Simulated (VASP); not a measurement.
Wanted: the native input for a VASP 6.6.1 run.

```
Task                   : relaxation of cell and atoms
Functional             : PBEsol
Potentials or basis    : VASP PAW PBE potentials, release 64 (Zr_sv, B)
Cutoff                 : 600 eV
k mesh                 : 14 × 14 × 14
Occupations            : gaussian, width 0.1 eV
Spin                   : no spin polarisation
Target pressure        : 2 GPa
Dipole correction      : no
Further INCAR settings : ALGO = Normal; EDIFF = 1e-06; IBRION = 2; EDIFFG = -0.008; NSW = 70; ISIF = 3
```

The structure of ZrB lies in POSCAR:

```
ZrB
1.0
    0.0000000000      2.4155574833      2.4155574833
    2.4155574833      0.0000000000      2.4155574833
    2.4155574833      2.4155574833      0.0000000000
Zr B
1 1
Direct
    0.0000000000      0.0000000000      0.0000000000
    0.5000000000      0.5000000000      0.5000000000
```

The input as run:

INCAR

```
SYSTEM = ZrB
PREC = Accurate ; ENCUT = 600
EDIFF = 1E-6 ; ISMEAR = 0
SIGMA = 0.1 ; LREAL = .FALSE.
LASPH = .TRUE. ; NELM = 100
ALGO = Normal ; ISIF = 3
LWAVE = .FALSE. ; LCHARG = .FALSE.
GGA = PS ; IBRION = 2
NSW = 70 ; EDIFFG = -0.008
PSTRESS = 20.0
```

KPOINTS

```
regular mesh
0
G
  14 14 14
  0 0 0
```

Potentials or basis: VASP PAW PBE potentials, release 64 (Zr_sv, B).

Command:

```sh
$ cat potpaw_PBE.64/Zr_sv/POTCAR potpaw_PBE.64/B/POTCAR > POTCAR
$ mpirun -np 1 vasp_std > vasp.out
```

It gave:

```
Relaxed volume                                             : 14.22 Å³/atom
Relaxed cell                                               : a = 3.426 Å, b = 3.426 Å, c = 3.426 Å, α = 60.00°, β = 60.00°, γ = 60.00°
Space group after relaxing (to 0.1 Å)                      : Fm-3m (No. 225)
Energy change on relaxing (the run minimises the enthalpy) : -2.2 meV/atom
Ionic steps                                                : 3
Pressure after relaxing                                    : 2.0 GPa
Band gap on the k mesh                                     : zero (an odd number of electrons rules out a gap without spin polarisation)
```

Caveat: the cell is relaxed towards a set pressure, so the run minimises the enthalpy, not the energy; the PAW data sets were made with another functional, which shifts forces and pressure a little.

Run time: 110 s on 1 thread of Intel Xeon 8259CL, with other jobs on the host, peak memory 0.2 GiB.
